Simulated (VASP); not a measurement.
# Lu (P6_3/mmc) in VASP: a series of runs

The runs below take Lu through relaxation of shape and atoms at fixed volume, single point, with PBE.

All numbers are computed with VASP 6.6.1; they aren't measurements. Logs are shortened: lines on timing, memory, paths and dates and some standing lists are left out, and cuts for length are marked.

## (1) The cell of the first run

It takes space group P6_3/mmc (No. 194, hexagonal). Conventional cell: a = 2.930 Å, b = 2.930 Å, c = 9.390 Å, α = 90.00°, β = 90.00°, γ = 120.00°. Lu (site symmetry -3m) has 12 Lu at 2.89 to 2.93 Å within 3.8 Å. Lu (site symmetry -6m2) has 12 Lu at 2.89 to 2.93 Å within 3.8 Å.

## (2) Relaxation of shape and atoms at fixed volume, PBE

INCAR

```
SYSTEM = Lu
ALGO     = Normal         ! electronic algorithm
EDIFF    = 1E-6           ! SCF threshold, eV
EDIFFG   = -0.005         ! ionic threshold
ENCUT    = 600            ! plane-wave cutoff, eV
GGA      = PE             ! functional
IBRION   = 2              ! ionic algorithm
ISIF     = 4              ! what is computed and relaxed
ISMEAR   = -1             ! smearing method
LASPH    = .TRUE.         ! aspherical terms in the spheres
LCHARG   = .FALSE.        ! write CHGCAR
LREAL    = .FALSE.        ! projectors in reciprocal space
LWAVE    = .FALSE.        ! write WAVECAR
NELM     = 80             ! most SCF steps
NSW      = 50             ! ionic steps
PREC     = Accurate       ! precision mode
SIGMA    = 0.1            ! smearing width, eV
```

KPOINTS

```
k-points
0
G
  10 10 3
  0 0 0
```

POSCAR

```
Lu
1.0
    2.9297891583      0.0000000000      0.0000000000
   -1.4648945791      2.5372718388      0.0000000000
    0.0000000000      0.0000000000      9.3897878355
Lu
4
Direct
    0.0000000000      0.0000000000      0.0000000000
    0.0000000000      0.0000000000      0.5000000000
    0.3333333333      0.6666666667      0.2500000000
    0.6666666667      0.3333333333      0.7500000000
```

Potentials or basis: VASP PAW PBE potentials, release 64 (Lu).

Launch:

```console
$ cat potpaw_PBE.64/Lu/POTCAR > POTCAR
$ mpirun -np 1 vasp_std > vasp.out
```

OUTCAR:

```text
SYSTEM = Lu
   EDIFF = 1E-6
   EDIFFG = -0.005
   ENCUT = 600
   GGA = PE
   IBRION = 2
   ISIF = 4
   ISMEAR = -1
   LASPH = .TRUE.
   LREAL = .FALSE.
   NELM = 80
   NSW = 50
   PREC = Accurate

 ion  position               nearest neighbor table
   1  0.000  0.000  0.000-   3 2.89   4 2.89   3 2.89   4 2.89   4 2.89   3 2.89
   2  0.000  0.000  0.500-   3 2.89   4 2.89   3 2.89   4 2.89   4 2.89   3 2.89
   3  0.333  0.667  0.250-   1 2.89   2 2.89   1 2.89   2 2.89   1 2.89   2 2.89
   4  0.667  0.333  0.750-   1 2.89   2 2.89   1 2.89   2 2.89   1 2.89   2 2.89

  LATTYP: Found a hexagonal cell.
 ALAT       =     2.9297891583
 C/A-ratio  =     3.2049363719

  Lattice vectors:

 A1 = (   2.9297891583,   0.0000000000,   0.0000000000)
 A2 = (  -1.4648945791,   2.5372718388,   0.0000000000)
 A3 = (   0.0000000000,   0.0000000000,   9.3897878355)

Analysis of symmetry for initial positions (statically):
=====================================================================
 Subroutine PRICEL returns:
 Original cell was already a primitive cell.

 Routine SETGRP: Setting up the symmetry group for a
 hexagonal supercell.

 Subroutine GETGRP returns: Found 24 space group operations
 (whereof 12 operations were pure point group operations)
 out of a pool of 24 trial point group operations.

The static configuration has the point symmetry D_3d.
 The point group associated with its full space group is D_6h.

Analysis of symmetry for dynamics (positions and initial velocities):
=====================================================================
 Subroutine PRICEL returns:
 Original cell was already a primitive cell.

 Routine SETGRP: Setting up the symmetry group for a
 hexagonal supercell.

 Subroutine GETGRP returns: Found 24 space group operations
 (whereof 12 operations were pure point group operations)
 out of a pool of 24 trial point group operations.

The dynamic configuration has the point symmetry D_3d.
 The point group associated with its full space group is D_6h.

 Subroutine INISYM returns: Found 24 space group operations
 (whereof 12 operations are pure point group operations),
 and found     1 'primitive' translations

----------------------------------------------------------------------------------------

                                     Primitive cell

  volume of cell :      69.8006

  direct lattice vectors                    reciprocal lattice vectors
[... 100 lines left out ...]
   TEBEG  =    0.0;   TEEND  =   0.0 temperature during run
   PSTRESS=    0.0 pullay stress
   NELECT =     100.0000    total number of electrons
   NUPDOWN=      -1.0000    fix difference up-down
   EMIN   =  10.00;   EMAX   =-10.00  energy-range for DOS
   EFERMI =   0.00;   METHOD = LEGACY
   ISMEAR =    -1;   SIGMA  =   0.10  broadening in eV -4-tet -1-fermi 0-gaus
   EFERMI_NEDOS =   21; number of points for ismear=-14 and -15
   IALGO  =     38    algorithm
   IMIX   =      4    mixing-type and parameters
     AMIX     =   0.40;   BMIX     =  1.00
     AMIX_MAG =   1.60;   BMIX_MAG =  1.00
  volume/ion in A,a.u.               =      17.45       117.76
  Fermi-wavevector in a.u.,A,eV,Ry     =   1.845533  3.487551 46.341328  3.405992
  Thomas-Fermi vector in A             =   2.896775
   LORBIT       =      0    0 simple, 1 ext, 2 COOP (PROOUT), +10 PAW based schemes
   GGA     = PE    functional components
   LHFCALC =     F    Hartree Fock is set to
   AEXX    =    0.0000 exact exchange contribution
   IVDW    =     0    specifies the selected vdW correction
   LEPSILON=     F    determine dielectric tensor
   LRPA    =     F    only Hartree local field effects (RPA)
 conjugate gradient relaxation of ions
 non-spin polarized calculation
  energy-cutoff  :      600.00
  volume of cell :       69.80
 maximum number of plane-waves:      2348
 NGX is ok and might be reduce to    24
   NGX = 11   NGY = 11   NGZ = 37

--------------------------------------- Ionic step        1  -------------------------------------------

 number of electron     100.0000000 magnetization

 number of electron      99.9999984 magnetization

 Free energy of the ion-electron system (eV)
  ---------------------------------------------------
  ext. energy  EPLUGINS =         0.00000000
  ---------------------------------------------------
  free energy    TOTEN  =       -12.79054403 eV

  energy without entropy =      -12.70968463  energy(sigma->0) =      -12.75011433

------------------------ aborting loop because EDIFF is reached ----------------------------------------

  FORCE on cell =-STRESS in cart. coord.  units (eV):
  Direction    XX          YY          ZZ          XY          YZ          ZX
  --------------------------------------------------------------------------------------
  -------------------------------------------------------------------------------------
  Total       23.4432078     23.4432078     24.0362359      0.0000000     -0.0000000      0.0000000
  in kB      538.1067912    538.1067912    551.7189401      0.0000000     -0.0000000      0.0000000
  external PRESSURE =     542.6441742 kB  Pullay stress =       0.0000000 kB
[... 101 lines left out ...]
--------------------------------------- Ionic step        4  -------------------------------------------

 number of electron      99.9999993 magnetization

 Free energy of the ion-electron system (eV)
  ---------------------------------------------------
  ext. energy  EPLUGINS =         0.00000000
  ---------------------------------------------------
  free energy    TOTEN  =       -12.79173610 eV

  energy without entropy =      -12.71067319  energy(sigma->0) =      -12.75120465

 E-fermi :   4.5660     XC(G=0): -13.4514

 val. band max:        4.5526685935   @ k =   0.3000   0.3000   0.0000
 cond. band min:       4.5800507597   @ k =   0.2000   0.2000   0.3333
 fundamental gap:      0.0273821662
 Fermi energy:         4.5660179606

 k-point     1 :       0.0000    0.0000    0.0000
  band No.  band energies     occupation
      1     -51.0990      2.00000
      2     -50.9691      2.00000
      3     -50.9490      2.00000
      4     -50.8157      2.00000
      5     -23.0812      2.00000
      6     -21.9778      2.00000
[... 1501 lines left out ...]
     59      11.0824      0.00000
     60      12.4619      0.00000

 [... further k-points ...]

------------------------ aborting loop because EDIFF is reached ----------------------------------------

  FORCE on cell =-STRESS in cart. coord.  units (eV):
  Direction    XX          YY          ZZ          XY          YZ          ZX
  --------------------------------------------------------------------------------------
  -------------------------------------------------------------------------------------
  Total       23.5427743     23.5427743     23.5585280      0.0000000      0.0000000      0.0000000
  in kB      540.3922052    540.3922052    540.7538097      0.0000000      0.0000000      0.0000000
  external PRESSURE =     540.5127400 kB  Pullay stress =       0.0000000 kB
[... 19 lines left out ...]
  FREE ENERGIE OF THE ION-ELECTRON SYSTEM (eV)
  ---------------------------------------------------
  free  energy   TOTEN  =       -12.7917361029 eV

  energy  without entropy=      -12.7106731882  energy(sigma->0) =      -12.75120465

 reached required accuracy - stopping structural energy minimisation
```

CONTCAR:

```text
Lu
   1.00000000000000
     2.9241150846392521    0.0000000000132863    0.0000000000000000
    -1.4620575422582167    2.5323579468510258    0.0000000000000000
     0.0000000000000000   -0.0000000000000000    9.4262638551483882
  Lu
     4
Direct
     0.0000000000000000    0.0000000000000000    0.0000000000000000
     0.0000000000000000    0.0000000000000000    0.5000000000000000
     0.3333333332999970    0.6666666667000030    0.2500000000000000
     0.6666666667000030    0.3333333332999970    0.7500000000000000

  0.00000000E+00  0.00000000E+00  0.00000000E+00
  0.00000000E+00  0.00000000E+00  0.00000000E+00
  0.00000000E+00  0.00000000E+00  0.00000000E+00
  0.00000000E+00  0.00000000E+00  0.00000000E+00
```

It took 7.3 min on 1 thread of Intel Xeon Platinum 8259CL at 2.50GHz (Skylake/Cascade Lake), shared host; peak memory 0.27 GiB.

Results:

```yaml
Free_energy: -12.7917 eV
Energy_gained_by_relaxing: 0.3 meV/atom
Ionic_steps: 4
Pressure_after_relaxing: 54.1 GPa
Band_gap_on_the_k_mesh: zero (bands 50 and 51 overlap by 2.41 eV)
```

The path:
```tsv
step	energy change (eV)	largest force (eV/Å)	pressure (GPa)	volume (Å³)
1	0.0000	0.0000	54.26	69.80
2	-0.0012	0.0000	53.96	69.80
3	-0.0012	0.0000	54.02	69.80
4	-0.0012	0.0000	54.05	69.80
```

Final structure:
```yaml
crystal:
  lattice:
    - [2.92412, 0.00000, 0.00000]
    - [-1.46206, 2.53236, 0.00000]
    - [0.00000, 0.00000, 9.42626]
  atoms:
    - { symbol: Lu, position: [0.00000, 0.00000, 0.00000] }
    - { symbol: Lu, position: [0.00000, 0.00000, 0.50000] }
    - { symbol: Lu, position: [0.33333, 0.66667, 0.25000] }
    - { symbol: Lu, position: [0.66667, 0.33333, 0.75000] }
```

Levels at points of the mesh, in eV from the Fermi level:
| k point | band 47 | band 48 | band 49 | band 50 | band 51 | band 52 | band 53 | band 54 |
| --- | --- | --- | --- | --- | --- | --- | --- | --- |
| (0.00, 0.00, 0.00) | -4.34 | -3.58 | 1.28 | 1.33 | 2.17 | 2.17 | 2.32 | 2.32 |
| (0.50, 0.00, 0.00) | -2.90 | -2.09 | -1.16 | -0.83 | -0.51 | 0.96 | 1.63 | 2.07 |

Caveat: spin-orbit coupling is left out, which moves the levels of the heavy elements.

## (3) Single point, PBE

This run uses another cell than the first one, of 29.08 Å³/atom.

INCAR

```
ALGO     = Normal         # electronic algorithm
EDIFF    = 1E-6           # SCF threshold, eV
ENCUT    = 520            # plane-wave cutoff, eV
GGA      = PE             # functional
ISIF     = 2              # what is computed and relaxed
ISMEAR   = -1             # smearing method
LASPH    = T              # aspherical terms in the spheres
LCHARG   = F              # write CHGCAR
LREAL    = F              # projectors in reciprocal space
LWAVE    = F              # write WAVECAR
NBANDS   = 58             # bands
NELM     = 100            # most SCF steps
PREC     = Accurate       # precision mode
SIGMA    = 0.1            # smearing width, eV
```

KPOINTS

```
k-points
0
Gamma
  10 10 3
```

POSCAR

```
Lu
1.0
    3.4736491469      0.0000000000      0.0000000000
   -1.7368245734      3.0082684050      0.0000000000
    0.0000000000      0.0000000000     11.1328244942
Lu
4
Direct
    0.0000000000      0.0000000000      0.0000000000
    0.0000000000      0.0000000000      0.5000000000
    0.3333333333      0.6666666667      0.2500000000
    0.6666666667      0.3333333333      0.7500000000
```

Potentials or basis: VASP PAW PBE potentials, release 64 (Lu).

Launch:

```console
$ cat potpaw_PBE.64/Lu/POTCAR > POTCAR
$ mpirun -np 1 vasp_std > vasp.out
```

OUTCAR:

```text
EDIFF = 1E-6
   ENCUT = 520
   GGA = PE
   ISIF = 2
   ISMEAR = -1
   LASPH = T
   LREAL = F
   NELM = 100
   PREC = Accurate

 ion  position               nearest neighbor table
   1  0.000  0.000  0.000-   3 3.43   4 3.43   3 3.43   4 3.43   4 3.43   3 3.43
   2  0.000  0.000  0.500-   3 3.43   4 3.43   3 3.43   4 3.43   4 3.43   3 3.43
   3  0.333  0.667  0.250-   1 3.43   2 3.43   1 3.43   2 3.43   1 3.43   2 3.43
   4  0.667  0.333  0.750-   1 3.43   2 3.43   1 3.43   2 3.43   1 3.43   2 3.43

  LATTYP: Found a hexagonal cell.
 ALAT       =     3.4736491469
 C/A-ratio  =     3.2049363719

  Lattice vectors:

 A1 = (   3.4736491469,   0.0000000000,   0.0000000000)
 A2 = (  -1.7368245734,   3.0082684050,   0.0000000000)
 A3 = (   0.0000000000,   0.0000000000,  11.1328244942)

Analysis of symmetry for initial positions (statically):
=====================================================================
 Subroutine PRICEL returns:
 Original cell was already a primitive cell.

 Routine SETGRP: Setting up the symmetry group for a
 hexagonal supercell.
[... 172 lines left out ...]

  energy without entropy =      -17.89820449  energy(sigma->0) =      -18.00230001

 E-fermi :   2.2538     XC(G=0): -10.6701

 val. band max:        2.2407075544   @ k =   0.2000   0.2000   0.3333
 cond. band min:       2.2735446940   @ k =   0.2000   0.2000   0.3333
 fundamental gap:      0.0328371397
 Fermi energy:         2.2538053147

 k-point     1 :       0.0000    0.0000    0.0000
  band No.  band energies     occupation
      1     -53.9502      2.00000
      2     -53.9380      2.00000
      3     -53.9289      2.00000
      4     -53.9167      2.00000
      5     -24.8830      2.00000
      6     -24.6420      2.00000
[... 1453 lines left out ...]
     57       4.6124      0.00000
     58       5.0014      0.00000

 [... further k-points ...]

------------------------ aborting loop because EDIFF is reached ----------------------------------------

  FORCE on cell =-STRESS in cart. coord.  units (eV):
  Direction    XX          YY          ZZ          XY          YZ          ZX
  --------------------------------------------------------------------------------------
  -------------------------------------------------------------------------------------
  Total        0.0244868      0.0244868      0.0296038      0.0000000      0.0000000     -0.0000000
  in kB        0.3372363      0.3372363      0.4077087      0.0000000      0.0000000     -0.0000000
  external PRESSURE =       0.3607271 kB  Pullay stress =       0.0000000 kB

 VOLUME and BASIS-vectors are now :
 -----------------------------------------------------------------------------
  energy-cutoff  :      520.00
  volume of cell :      116.33
      direct lattice vectors                 reciprocal lattice vectors
     3.473649147  0.000000000  0.000000000     0.287881694  0.166208573  0.000000000
    -1.736824573  3.008268405  0.000000000     0.000000000  0.332417147  0.000000000
     0.000000000  0.000000000 11.132824494     0.000000000  0.000000000  0.089824465

 POSITION                                       TOTAL-FORCE (eV/Angst)
 -----------------------------------------------------------------------------------
      0.00000      0.00000      0.00000         0.000000      0.000000      0.000000
      0.00000      0.00000      5.56641         0.000000      0.000000      0.000000
     -0.00000      2.00551      2.78321        -0.000000      0.000000     -0.000000
      1.73682      1.00276      8.34962         0.000000     -0.000000     -0.000000
 -----------------------------------------------------------------------------------
    total drift:                                0.000000     -0.000000      0.000000

  FREE ENERGIE OF THE ION-ELECTRON SYSTEM (eV)
  ---------------------------------------------------
  free  energy   TOTEN  =       -18.1063955295 eV

  energy  without entropy=      -17.8982044926  energy(sigma->0) =      -18.00230001
```

Wall time 5.7 min (1 thread of Oxide Virtual Turin-like, shared host); peak memory 0.28 GiB.

Results:

| Item | Value |
| --- | --- |
| Free energy | -18.1064 eV |
| Pressure | 0.0 GPa |
| Band gap on the k mesh | zero (bands 50 and 51 overlap by 1.39 eV) |

Levels at points of the mesh, in eV from the Fermi level:
| k point | band 46 | band 47 | band 48 | band 49 | band 50 | band 51 | band 52 | band 53 | band 54 | band 55 |
| --- | --- | --- | --- | --- | --- | --- | --- | --- | --- | --- |
| (0.00, 0.00, 0.00) | -4.45 | -4.44 | -2.50 | 0.47 | 1.03 | 1.08 | 2.03 | 2.03 | 2.11 | 2.11 |
| (0.50, 0.00, 0.00) | -2.18 | -1.67 | -1.60 | -0.59 | -0.44 | -0.36 | 0.29 | 1.02 | 1.32 | 1.76 |

Caveat: spin-orbit coupling is left out, which moves the levels of the heavy elements.

## (4) Relaxation of shape and atoms at fixed volume, PBE

This run uses another cell than the first one, of 11.63 Å³/atom.

INCAR

```
SYSTEM = Lu
  PREC = Accurate
  ENCUT = 600
  EDIFF = 1E-7
  ISMEAR = -1
  SIGMA = 0.1
  LREAL = .False.
  LASPH = .True.
  NELM = 100
  ALGO = Normal
  ISIF = 4
  LWAVE = .False.
  LCHARG = .False.
  GGA = PE
  IBRION = 2
  NSW = 50
  EDIFFG = -0.005
```

KPOINTS

```
Automatic mesh
0
Gamma
  10 10 3
  0 0 0
```

POSCAR

```
Lu
1.0
    2.5594065745      0.0000000000      0.0000000000
   -1.2797032872      2.2165111121      0.0000000000
    0.0000000000      0.0000000000      8.2027352211
Lu
4
Direct
    0.0000000000      0.0000000000      0.0000000000
    0.0000000000      0.0000000000      0.5000000000
    0.3333333333      0.6666666667      0.2500000000
    0.6666666667      0.3333333333      0.7500000000
```

Launch:

```console
$ cat potpaw_PBE.64/Lu/POTCAR > POTCAR
$ mpirun -np 1 vasp_std > vasp.out
```

It took 7.9 min on 1 thread of Oxide Virtual Turin-like, shared host; peak memory 0.19 GiB.

Results (log left out):

- Free energy: 3.4337 eV
- Energy gained by relaxing: 0.0 meV/atom
- Ionic steps: 3
- Pressure after relaxing: 208.8 GPa
- Band gap on the k mesh: zero (bands 50 and 51 overlap by 2.42 eV)

Final structure:
```xyz
4
Lattice="2.5589 0.0000 0.0000 -1.2795 2.2161 0.0000 0.0000 0.0000 8.2059" Properties=species:S:1:pos:R:3 pbc="T T T"
Lu    0.0000    0.0000    0.0000
Lu    0.0000    0.0000    4.1030
Lu    0.0000    1.4774    2.0515
Lu    1.2795    0.7387    6.1544
```

Levels at points of the mesh, in eV from the Fermi level:
| k point | band 47 | band 48 | band 49 | band 50 | band 51 | band 52 | band 53 | band 54 |
| --- | --- | --- | --- | --- | --- | --- | --- | --- |
| (0.00, 0.00, 0.00) | -3.84 | -3.75 | 1.47 | 1.47 | 1.72 | 1.72 | 2.42 | 2.49 |
| (0.50, 0.00, 0.00) | -4.82 | -3.24 | -2.45 | -1.19 | -0.72 | 1.21 | 1.30 | 3.86 |

Caveat: spin-orbit coupling is left out, which moves the levels of the heavy elements.

(Part 1 of 2 ends here.)
